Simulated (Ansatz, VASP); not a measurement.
One calculation of NaB, two programs

```
Na B
1.0
     3.60538    0.00000    0.00000
     0.00000    3.60538    0.00000
     0.00000    0.00000    3.60538
Na B
1 1
Cartesian
  1.8027 1.8027 1.8027
  0.0000 0.0000 0.0000
```

Alike in both runs: task relaxation of cell and atoms; functional PBE; k mesh 6 × 6 × 6; occupations gaussian, width 0.1 eV; no spin polarisation.

```csv
,VASP,Ansatz
version,VASP 6.6.1,Ansatz 0.2.0
potentials or method,"VASP PAW PBE potentials, release 64 (Na_sv, B), cutoff 970 eV","scalar-relativistic, plane waves, PAW"
valence electrons in the cell,12,12
```

|  | VASP | Ansatz | Ansatz less VASP |
| --- | --- | --- | --- |
| gap on the k mesh at the Fermi level, each at its own relaxed structure (eV) | none | none | - |
| relaxed volume (Å³/atom) | 15.52 | 15.49 | -0.024 |
| relaxed cell length with the largest relative difference (Å) | 3.142 | 3.141 | -0.0016 |

A gap of «none» marks a metal or a gap that the smearing closes.

Noted on VASP's run: the volume moved by over 15 % at a fixed basis, so the end points are rough.
